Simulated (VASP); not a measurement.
Set up this calculation in VASP 6.6.1, as the native input.

```yaml
Task: single point
Functional: LDA
Potentials_or_basis: VASP PAW LDA potentials, release 64 (Pb_d, S)
Cutoff: 520 eV
k_mesh: 8 × 8 × 8
Occupations: fermi-dirac, width 0.01 eV
Spin: no spin polarisation
Dipole_correction: no
Further_INCAR_settings: ALGO = Normal; EDIFF = 1e-06; NBANDS = 17
```

The structure of PbS lies in POSCAR:

```
PbS
1.0
    0.0296500000      2.9798250000      2.9798250000
    2.9798250000      0.0296500000      2.9798250000
    2.9798250000      2.9798250000      0.0296500000
Pb S
1 1
Direct
    0.0000000000      0.0000000000      0.0000000000
    0.5000000000      0.5000000000      0.5000000000
```

This cell differs from its parent crystal: equal xy, yz and zx shear strains of +1 %.

One way to write it, as run:

INCAR

```
PREC     = Accurate       # precision mode
ENCUT    = 520            # plane-wave cutoff, eV
EDIFF    = 1E-6           # SCF threshold, eV
ISMEAR   = -1             # smearing method
SIGMA    = 0.01           # smearing width, eV
LREAL    = F              # projectors in reciprocal space
LASPH    = T              # aspherical terms in the spheres
NELM     = 100            # most SCF steps
ALGO     = Normal         # electronic algorithm
ISIF     = 2              # what is computed and relaxed
LWAVE    = F              # write WAVECAR
LCHARG   = F              # write CHGCAR
GGA      = CA             # functional
NBANDS   = 17             # bands
```

KPOINTS

```
Automatic mesh
0
Gamma
  8 8 8
```

Potentials or basis: VASP PAW LDA potentials, release 64 (Pb_d, S).

Launch:

```bash
$ cat potpaw_LDA.64/Pb_d/POTCAR potpaw_LDA.64/S/POTCAR > POTCAR
$ mpirun -np 1 vasp_std > vasp.out
```

Results of the run:

```yaml
Pressure: -2.5 GPa
Band_gap_on_the_k_mesh: 0.12 eV, indirect (least direct gap 0.19 eV)
```

Caveat: the cell differs from its parent crystal (equal xy, yz and zx shear strains of +1 %); spin-orbit coupling is left out, which moves the levels of the heavy elements.

Run time: 34 s on 1 thread of Intel(R) Xeon(R) Platinum 8488C (Sapphire Rapids), on a shared host, peak memory 0.19 GiB.
